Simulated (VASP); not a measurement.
# CdSe in VASP: notebook

CdSe is run at these levels: PBE; tasks: single point.

All numbers are computed with VASP 6.6.1; they aren't measurements. Logs are shortened: lines on timing, memory, paths and dates and some standing lists are left out, and cuts for length are marked.

### 1 The cell of the first run

The cell holds a wire with vacuum, 2 atoms: a = 9.000 Å, b = 9.300 Å, c = 4.830 Å, α = 90.00°, β = 90.00°, γ = 90.00°.

### 2 Single point, PBE, collinear spin, ferromagnetic start

File INCAR:

```
SYSTEM = CdSe
PREC = Accurate
ENCUT = 520
EDIFF = 1E-6
ISMEAR = 0
SIGMA = 0.05
LREAL = .False.
LASPH = .True.
NELM = 150
ALGO = Normal
ISIF = 2
LWAVE = .False.
LCHARG = .True.
ISPIN = 2
MAGMOM = 0.5 0.5
LORBIT = 11
GGA = PE
LELF = .True.
LVHAR = .True.
NBANDS = 20
```

File KPOINTS:

```
regular mesh
0
Gamma
  1 1 14
  0 0 0
```

File POSCAR:

```
CdSe
1.0
    9.0000000000      0.0000000000      0.0000000000
    0.0000000000      9.3000000000      0.0000000000
    0.0000000000      0.0000000000      4.8299504740
Cd Se
1 1
Direct
    0.5000000000      0.5000000000      0.0000000000
    0.5000000000      0.5000000000      0.4650000000
```

Potentials or basis: VASP PAW PBE potentials, release 64 (Cd, Se).

On the command line:

```console
$ cat potpaw_PBE.64/Cd/POTCAR potpaw_PBE.64/Se/POTCAR > POTCAR
$ mpirun -np 1 vasp_std > vasp.out
```

OUTCAR:

```text
SYSTEM = CdSe
   PREC = Accurate
   ENCUT = 520
   EDIFF = 1E-6
   ISMEAR = 0
   LREAL = .False.
   LASPH = .True.
   NELM = 150
   ISIF = 2
   ISPIN = 2
   LORBIT = 11
   GGA = PE

 ion  position               nearest neighbor table
   1  0.500  0.500  0.000-   2 2.25   2 2.58
   2  0.500  0.500  0.465-   1 2.25   1 2.58

  LATTYP: Found a simple orthorhombic cell.
 ALAT       =     4.8299504740
 B/A-ratio  =     1.8633731440
 C/A-ratio  =     1.9254855821

  Lattice vectors:

 A1 = (   0.0000000000,   0.0000000000,   4.8299504740)
 A2 = (   9.0000000000,   0.0000000000,   0.0000000000)
 A3 = (   0.0000000000,   9.3000000000,   0.0000000000)

Analysis of symmetry for initial positions (statically):
=====================================================================
 Subroutine PRICEL returns:
 Original cell was already a primitive cell.

 Routine SETGRP: Setting up the symmetry group for a
 simple orthorhombic supercell.

 Subroutine GETGRP returns: Found  4 space group operations
 (whereof  4 operations were pure point group operations)
 out of a pool of  8 trial point group operations.

The static configuration has the point symmetry C_2v.

Analysis of symmetry for dynamics (positions and initial velocities):
=====================================================================
 Subroutine PRICEL returns:
 Original cell was already a primitive cell.

 Routine SETGRP: Setting up the symmetry group for a
 simple orthorhombic supercell.

 Subroutine GETGRP returns: Found  4 space group operations
 (whereof  4 operations were pure point group operations)
 out of a pool of  8 trial point group operations.

The dynamic configuration has the point symmetry C_2v.

Analysis of structural, dynamic, and magnetic symmetry:
=====================================================================
 Subroutine PRICEL returns:
 Original cell was already a primitive cell.

 Routine SETGRP: Setting up the symmetry group for a
 simple orthorhombic supercell.

 Subroutine GETGRP returns: Found  4 space group operations
 (whereof  4 operations were pure point group operations)
 out of a pool of  8 trial point group operations.

The overall configuration has the point symmetry C_2v.

 Subroutine INISYM returns: Found  4 space group operations
 (whereof  4 operations are pure point group operations),
 and found     1 'primitive' translations

----------------------------------------------------------------------------------------

                                     Primitive cell

  volume of cell :     404.2669

  direct lattice vectors                    reciprocal lattice vectors
     9.000000000  0.000000000  0.000000000     0.111111111  0.000000000  0.000000000
     0.000000000  9.300000000  0.000000000     0.000000000  0.107526882  0.000000000
     0.000000000  0.000000000  4.829950474     0.000000000  0.000000000  0.207041460

  length of vectors
     9.000000000  9.300000000  4.829950474     0.111111111  0.107526882  0.207041460

  position of ions in fractional coordinates (direct lattice)
     0.500000000  0.500000000  0.000000000
     0.500000000  0.500000000  0.465000000

  ion indices of the primitive-cell ions
   primitive index   ion index
                 1           1
                 2           2

----------------------------------------------------------------------------------------

 KPOINTS: regular mesh

Automatic generation of k-mesh.
 Grid dimensions read from file:
 generate k-points for:    1    1   14

 Generating k-lattice:

  Cartesian coordinates                     Fractional coordinates (reciprocal lattice)
     0.111111111  0.000000000  0.000000000     1.000000000  0.000000000  0.000000000
     0.000000000  0.107526882  0.000000000     0.000000000  1.000000000  0.000000000
     0.000000000  0.000000000  0.014788676     0.000000000  0.000000000  0.071428571

  Length of vectors
     0.111111111  0.107526882  0.014788676

  Shift w.r.t. Gamma in fractional coordinates (k-lattice)
     0.000000000  0.000000000  0.000000000

 Subroutine IBZKPT returns following result:
 ===========================================

 Found      8 irreducible k-points:

 Following reciprocal coordinates:
            Coordinates               Weight
  0.000000  0.000000  0.000000      1.000000
  0.000000  0.000000  0.071429      2.000000
  0.000000  0.000000  0.142857      2.000000
  0.000000  0.000000  0.214286      2.000000
  0.000000  0.000000  0.285714      2.000000
  0.000000  0.000000  0.357143      2.000000
  0.000000  0.000000  0.428571      2.000000
  0.000000  0.000000  0.500000      1.000000
   k-points           NKPTS =      8   k-points in BZ     NKDIM =      8   number of bands    NBANDS=     20
   number of dos      NEDOS =    301   number of ions     NIONS =      2
   total plane-waves  NPLWV = 176400
   dimension x,y,z NGX =    70 NGY =   70 NGZ =   36
   dimension x,y,z NGXF=   140 NGYF=  140 NGZF=   72
   ions per type =               1   1
   NGX,Y,Z   is equivalent  to a cutoff of  12.93, 12.51, 12.39 a.u.
   NGXF,Y,Z  is equivalent  to a cutoff of  25.86, 25.03, 24.78 a.u.
 SYSTEM =  CdSe
   PREC   = accura    normal or accurate (medium, high low for compatibility)
   ISTART =      0    job   : 0-new  1-cont  2-samecut
   ICHARG =      2    charge: 1-file 2-atom 10-const
   ISPIN  =      2    spin polarized calculation?
   LNONCOLLINEAR =      F non collinear calculations
   LSORBIT =      F    spin-orbit coupling
   LASPH  =      T    aspherical Exc in radial PAW
   ENCUT  =  520.0 eV  38.22 Ry    6.18 a.u.  16.73 17.29  8.98*2*pi/ulx,y,z
   NELM   =    150;   NELMIN=  2; NELMDL= -5     # of ELM steps
   EDIFF  = 0.1E-05   stopping-criterion for ELM
   LREAL  =      F    real-space projection
   EDIFFG = 0.1E-04   stopping-criterion for IOM
   NSW    =      0    number of steps for IOM
   IBRION =     -1    ionic relax: 0-MD 1-quasi-New 2-CG
   NFREE  =      0    steps in history (QN), initial steepest desc. (CG)
   ISIF   =      2    stress and relaxation
   ISYM   =      2    0-nonsym 1-usesym 2-fastsym
   POTIM  = 0.5000    time-step for ionic-motion
   TEBEG  =    0.0;   TEEND  =   0.0 temperature during run
   PSTRESS=    0.0 pullay stress
   NELECT =      18.0000    total number of electrons
   NUPDOWN=      -1.0000    fix difference up-down
   EMIN   =  10.00;   EMAX   =-10.00  energy-range for DOS
   EFERMI =   0.00;   METHOD = LEGACY
   ISMEAR =     0;   SIGMA  =   0.05  broadening in eV -4-tet -1-fermi 0-gaus
   EFERMI_NEDOS =   21; number of points for ismear=-14 and -15
   IALGO  =     38    algorithm
   IMIX   =      4    mixing-type and parameters
     AMIX     =   0.40;   BMIX     =  1.00
     AMIX_MAG =   1.60;   BMIX_MAG =  1.00
  volume/ion in A,a.u.               =     202.13      1364.06
  Fermi-wavevector in a.u.,A,eV,Ry     =   0.580243  1.096500  4.580830  0.336681
  Thomas-Fermi vector in A             =   1.624272
   LORBIT       =     11    0 simple, 1 ext, 2 COOP (PROOUT), +10 PAW based schemes
   GGA     = PE    functional components
   LHFCALC =     F    Hartree Fock is set to
   AEXX    =    0.0000 exact exchange contribution
   IVDW    =     0    specifies the selected vdW correction
   LEPSILON=     F    determine dielectric tensor
   LRPA    =     F    only Hartree local field effects (RPA)
 spin polarized calculation
 Gauss-broadening in eV      SIGMA  =   0.05
  energy-cutoff  :      520.00
  volume of cell :      404.27
 maximum number of plane-waves:     10902
 NGX is ok and might be reduce to    70
   NGX = 33   NGY = 35   NGZ = 17

 number of electron      18.0000000 magnetization       0.0001091

 number of electron      18.0000000 magnetization      -0.0000173

 Free energy of the ion-electron system (eV)
  ---------------------------------------------------
  ext. energy  EPLUGINS =         0.00000000
  ---------------------------------------------------
  free energy    TOTEN  =        -3.33320148 eV

  energy without entropy =       -3.33320137  energy(sigma->0) =       -3.33320142

 E-fermi :  -4.4591     XC(G=0):  -2.2801

 val. band max:       -4.6262562775   @ k =   0.0000   0.0000   0.5000
 cond. band min:      -4.2966401676   @ k =   0.0000   0.0000   0.0000
 fundamental gap:      0.3296161099
 Fermi energy:        -4.4590962216

 spin component 1

 k-point     1 :       0.0000    0.0000    0.0000
  band No.  band energies     occupation
      1     -16.9437      1.00000
      2     -13.1466      1.00000
      3     -13.1466      1.00000
      4     -12.9820      1.00000
      5     -12.9820      1.00000
      6     -12.3578      1.00000
[... 12 lines left out ...]
     19       4.3222      0.00000
     20       4.4701      0.00000
[... 139 lines left out ...]
 k-point     8 :       0.0000    0.0000    0.5000
  band No.  band energies     occupation
      1     -16.1286      1.00000
      2     -13.8217      1.00000
      3     -13.2115      1.00000
      4     -13.2115      1.00000
      5     -12.9808      1.00000
      6     -12.9808      1.00000
[... 12 lines left out ...]
     19       3.5323      0.00000
     20       3.6790      0.00000
 Fermi energy:        -4.4590962216

 spin component 2

 k-point     1 :       0.0000    0.0000    0.0000
  band No.  band energies     occupation
      1     -16.9437      1.00000
      2     -13.1466      1.00000
      3     -13.1466      1.00000
      4     -12.9820      1.00000
      5     -12.9820      1.00000
      6     -12.3578      1.00000
[... 12 lines left out ...]
     19       4.3237      0.00000
     20       4.4714      0.00000
[... 139 lines left out ...]
 k-point     8 :       0.0000    0.0000    0.5000
  band No.  band energies     occupation
      1     -16.1286      1.00000
      2     -13.8218      1.00000
      3     -13.2115      1.00000
      4     -13.2115      1.00000
      5     -12.9809      1.00000
      6     -12.9808      1.00000
[... 12 lines left out ...]
     19       3.5326      0.00000
     20       3.6884      0.00000

------------------------ aborting loop because EDIFF is reached ----------------------------------------

  FORCE on cell =-STRESS in cart. coord.  units (eV):
  Direction    XX          YY          ZZ          XY          YZ          ZX
  --------------------------------------------------------------------------------------
  -------------------------------------------------------------------------------------
  Total        0.0342792      0.0226304      2.4134753      0.0000000      0.0000000      0.0000000
  in kB        0.1358540      0.0896880      9.5650074      0.0000000      0.0000000      0.0000000
  external PRESSURE =       3.2635165 kB  Pullay stress =       0.0000000 kB

 VOLUME and BASIS-vectors are now :
 -----------------------------------------------------------------------------
  energy-cutoff  :      520.00
  volume of cell :      404.27
      direct lattice vectors                 reciprocal lattice vectors
     9.000000000  0.000000000  0.000000000     0.111111111  0.000000000  0.000000000
     0.000000000  9.300000000  0.000000000     0.000000000  0.107526882  0.000000000
     0.000000000  0.000000000  4.829950474     0.000000000  0.000000000  0.207041460

 POSITION                                       TOTAL-FORCE (eV/Angst)
 -----------------------------------------------------------------------------------
      4.50000      4.65000      0.00000         0.000000      0.000000     -3.298062
      4.50000      4.65000      2.24593         0.000000      0.000000      3.298062
 -----------------------------------------------------------------------------------
    total drift:                                0.000000      0.000000      0.000117

  FREE ENERGIE OF THE ION-ELECTRON SYSTEM (eV)
  ---------------------------------------------------
  free  energy   TOTEN  =        -3.3332014768 eV

  energy  without entropy=       -3.3332013705  energy(sigma->0) =       -3.33320142

 total charge

# of ion       s       p       d       tot
------------------------------------------
    1        0.477   0.266   9.554  10.297
    2        1.416   2.439   0.020   3.874
--------------------------------------------------
tot          1.893   2.705   9.574  14.172

 magnetization (x)

# of ion       s       p       d       tot
------------------------------------------
    1        0.000  -0.000   0.000   0.000
    2        0.000  -0.000  -0.000   0.000
--------------------------------------------------
tot          0.000  -0.000   0.000   0.000
```

Wall time 1.8 min (1 thread of Intel Xeon Platinum 8488C (Sapphire Rapids), shared host); peak memory 0.57 GiB.

Results:

- Free energy: -3.3332 eV
- Largest force: 3.298 eV/Å
- Band gap on the k mesh: 0.33 eV, indirect (least direct gap 1.10 eV)
- Net moment: 0.00 μB per cell
- Valence electrons inside the program's atomic spheres: Cd 10.30; Se 3.87

Forces on the atoms (eV/Å):
```
Cd   0.000  0.000 -3.298
Se   0.000  0.000  3.298
```

### 3 Single point, PBE, collinear spin, ferromagnetic start

This run uses another cell than the first one, of 204.15 Å³/atom, 1.010 times its volume.

File INCAR:

```
ALGO = Normal
EDIFF = 1E-6
ENCUT = 520
GGA = PE
ISIF = 2
ISMEAR = 0
ISPIN = 2
LASPH = True
LCHARG = False
LORBIT = 11
LREAL = False
LWAVE = False
MAGMOM = 0.5 0.5
NBANDS = 20
NELM = 150
PREC = Accurate
SIGMA = 0.05
```

File KPOINTS:

```
k-points
0
Gamma
  1 1 15
```

File POSCAR:

```
CdSe
1.0
   10.1000000000      0.0000000000      0.0000000000
    0.0000000000      9.3000000000      0.0000000000
    0.0000000000      0.0000000000      4.3469554266
Cd Se
1 1
Direct
    0.4462010467      0.5000000000      0.0000000000
    0.5537989533      0.5000000000      0.5000000000
```

Potentials or basis: VASP PAW PBE potentials, release 64 (Cd, Se).

On the command line:

```console
$ cat potpaw_PBE.64/Cd/POTCAR potpaw_PBE.64/Se/POTCAR > POTCAR
$ mpirun -np 1 vasp_std > vasp.out
```

OUTCAR:

```text
EDIFF = 1E-6
   ENCUT = 520
   GGA = PE
   ISIF = 2
   ISMEAR = 0
   ISPIN = 2
   LASPH = True
   LORBIT = 11
   LREAL = False
   NELM = 150
   PREC = Accurate

 ion  position               nearest neighbor table
   1  0.446  0.500  0.000-   2 2.43   2 2.43
   2  0.554  0.500  0.500-   1 2.43   1 2.43

  LATTYP: Found a simple orthorhombic cell.
 ALAT       =     4.3469554266
 B/A-ratio  =     2.1394284246
 C/A-ratio  =     2.3234652783

  Lattice vectors:

 A1 = (   0.0000000000,   0.0000000000,  -4.3469554266)
 A2 = (   0.0000000000,   9.3000000000,   0.0000000000)
 A3 = (  10.1000000000,   0.0000000000,   0.0000000000)

Analysis of symmetry for initial positions (statically):
=====================================================================
 Subroutine PRICEL returns:
 Original cell was already a primitive cell.

 Routine SETGRP: Setting up the symmetry group for a
 simple orthorhombic supercell.

 Subroutine GETGRP returns: Found  4 space group operations
 (whereof  4 operations were pure point group operations)
 out of a pool of  8 trial point group operations.

The static configuration has the point symmetry C_2v.

Analysis of symmetry for dynamics (positions and initial velocities):
=====================================================================
 Subroutine PRICEL returns:
 Original cell was already a primitive cell.

 Routine SETGRP: Setting up the symmetry group for a
 simple orthorhombic supercell.

 Subroutine GETGRP returns: Found  4 space group operations
 (whereof  4 operations were pure point group operations)
 out of a pool of  8 trial point group operations.

The dynamic configuration has the point symmetry C_2v.

Analysis of structural, dynamic, and magnetic symmetry:
=====================================================================
 Subroutine PRICEL returns:
 Original cell was already a primitive cell.
[... 135 lines left out ...]
  ---------------------------------------------------
  ext. energy  EPLUGINS =         0.00000000
  ---------------------------------------------------
  free energy    TOTEN  =        -4.04743951 eV

  energy without entropy =       -4.04743951  energy(sigma->0) =       -4.04743951

 E-fermi :  -4.2294     XC(G=0):  -2.2220

 val. band max:       -4.4758707007   @ k =   0.0000   0.0000   0.4667
 cond. band min:      -2.5197594078   @ k =   0.0000   0.0000   0.0000
 fundamental gap:      1.9561112929
 Fermi energy:        -4.2293886924

 spin component 1

 k-point     1 :       0.0000    0.0000    0.0000
  band No.  band energies     occupation
      1     -16.3765      1.00000
      2     -12.7773      1.00000
      3     -12.4219      1.00000
      4     -12.3662      1.00000
      5     -12.3076      1.00000
      6     -12.0720      1.00000
[... 160 lines left out ...]
      6     -12.0299      1.00000
[... 12 lines left out ...]
     19       3.7467      0.00000
     20       3.8849      0.00000
 Fermi energy:        -4.2293886924

 spin component 2

 k-point     1 :       0.0000    0.0000    0.0000
  band No.  band energies     occupation
      1     -16.3765      1.00000
      2     -12.7773      1.00000
      3     -12.4219      1.00000
      4     -12.3661      1.00000
      5     -12.3076      1.00000
      6     -12.0720      1.00000
[... 173 lines left out ...]
     19       3.7495      0.00000
     20       3.9157      0.00000

------------------------ aborting loop because EDIFF is reached ----------------------------------------

  FORCE on cell =-STRESS in cart. coord.  units (eV):
  Direction    XX          YY          ZZ          XY          YZ          ZX
  --------------------------------------------------------------------------------------
  -------------------------------------------------------------------------------------
  Total        0.1518034      0.0297440      2.5721597      0.0000000      0.0000000      0.0000000
  in kB        0.5956655      0.1167133     10.0929706      0.0000000      0.0000000      0.0000000
  external PRESSURE =       3.6017831 kB  Pullay stress =       0.0000000 kB

 VOLUME and BASIS-vectors are now :
 -----------------------------------------------------------------------------
  energy-cutoff  :      520.00
  volume of cell :      408.31
      direct lattice vectors                 reciprocal lattice vectors
    10.100000000  0.000000000  0.000000000     0.099009901  0.000000000  0.000000000
     0.000000000  9.300000000  0.000000000     0.000000000  0.107526882  0.000000000
     0.000000000  0.000000000  4.346955427     0.000000000  0.000000000  0.230046067

 POSITION                                       TOTAL-FORCE (eV/Angst)
 -----------------------------------------------------------------------------------
      4.50663      4.65000      0.00000        -0.162564      0.000000      0.000000
      5.59337      4.65000      2.17348         0.162564      0.000000      0.000000
 -----------------------------------------------------------------------------------
    total drift:                               -0.000472      0.000000      0.000000

  FREE ENERGIE OF THE ION-ELECTRON SYSTEM (eV)
  ---------------------------------------------------
  free  energy   TOTEN  =        -4.0474395059 eV

  energy  without entropy=       -4.0474395059  energy(sigma->0) =       -4.04743951

 total charge

# of ion       s       p       d       tot
------------------------------------------
    1        0.543   0.260   9.531  10.334
    2        1.460   2.346   0.021   3.828
--------------------------------------------------
tot          2.003   2.606   9.552  14.162

 magnetization (x)

# of ion       s       p       d       tot
------------------------------------------
    1       -0.000  -0.000   0.000   0.000
    2        0.000  -0.000  -0.000   0.000
--------------------------------------------------
tot          0.000  -0.000   0.000   0.000
```

stdout:

```text
POSCAR found type information on POSCAR CdSe
 POSCAR found :  2 types and       2 ions
 scaLAPACK will be used
 LDA part: xc-table for (Slater+PW92), standard interpolation
 POSCAR, INCAR and KPOINTS ok, starting setup
 FFT: planning ... GRIDC
 FFT: planning ... GRID_SOFT
 FFT: planning ... GRID
 WAVECAR not read
 entering main loop
```

Wall time 95 s (1 thread of Intel Xeon 6975P-C (Granite Rapids), shared host); peak memory 0.58 GiB.

Results:

- Free energy: -4.0474 eV
- Largest force: 0.163 eV/Å
- Band gap on the k mesh: 1.96 eV, indirect (least direct gap 2.09 eV)
- Net moment: 0.00 μB per cell
- Valence electrons inside the program's atomic spheres: Cd 10.33; Se 3.83

Forces on the atoms (eV/Å):
```
Cd  -0.163  0.000  0.000
Se   0.163  0.000  0.000
```
